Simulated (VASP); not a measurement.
Write the native input for VASP 6.6.1 that does the following.

| Property | Result |
| --- | --- |
| Task | single point |
| Functional | PBEsol |
| Potentials or basis | VASP PAW PBE potentials, release 64 (Al, Ni) |
| Cutoff | 520 eV |
| k mesh | 16 × 16 × 16 |
| Occupations | gaussian, width 0.15 eV |
| Spin | no spin polarisation |
| Dipole correction | no |
| Further INCAR settings | ALGO = Fast; EDIFF = 1e-06; NBANDS = 14 |

The structure of AlNi lies in POSCAR:

```
AlNi
1.0
    1.7988676817     -1.7988198794      0.0000000000
    2.2435197866      2.2434838006      0.0000000000
    0.0000000000      0.0000000000      2.8688666979
Al Ni
1 1
Direct
    0.0000000000      0.0000000000      0.0000000000
    0.5000000000      0.5000000000      0.5000000000
```

This cell differs from its parent crystal: normal strain along x -0.1100, normal strain along y +0.1100.

One way to write it, as run:

INCAR

```
ALGO     = Fast           # electronic algorithm
EDIFF    = 1E-6           # SCF threshold, eV
ENCUT    = 520            # plane-wave cutoff, eV
GGA      = PS             # functional
ISIF     = 2              # what is computed and relaxed
ISMEAR   = 0              # smearing method
LASPH    = T              # aspherical terms in the spheres
LCHARG   = F              # write CHGCAR
LREAL    = F              # projectors in reciprocal space
LWAVE    = F              # write WAVECAR
NBANDS   = 14             # bands
NELM     = 100            # most SCF steps
PREC     = Accurate       # precision mode
SIGMA    = 0.15           # smearing width, eV
```

KPOINTS

```
k-points
0
Gamma
  16 16 16
```

Potentials or basis: VASP PAW PBE potentials, release 64 (Al, Ni).

Command:

```sh
$ cat potpaw_PBE.64/Al/POTCAR potpaw_PBE.64/Ni/POTCAR > POTCAR
$ mpirun -np 1 vasp_std > vasp.out
```

Results of the run:

```yaml
Pressure: 5.0 GPa
Band_gap_on_the_k_mesh: zero (an odd number of electrons rules out a gap without spin polarisation)
```

Caveat: the cell differs from its parent crystal (normal strain along x -0.1100, normal strain along y +0.1100); the stress differs along the axes, from -2 to 9 GPa; the PAW data sets were made with another functional, which shifts forces and pressure a little.

Wall time 4.9 min on 1 thread of Intel(R) Xeon(R) Platinum 8259CL CPU @ 2.50GHz (Skylake/Cascade Lake) (shared host), peak memory 0.47 GiB.
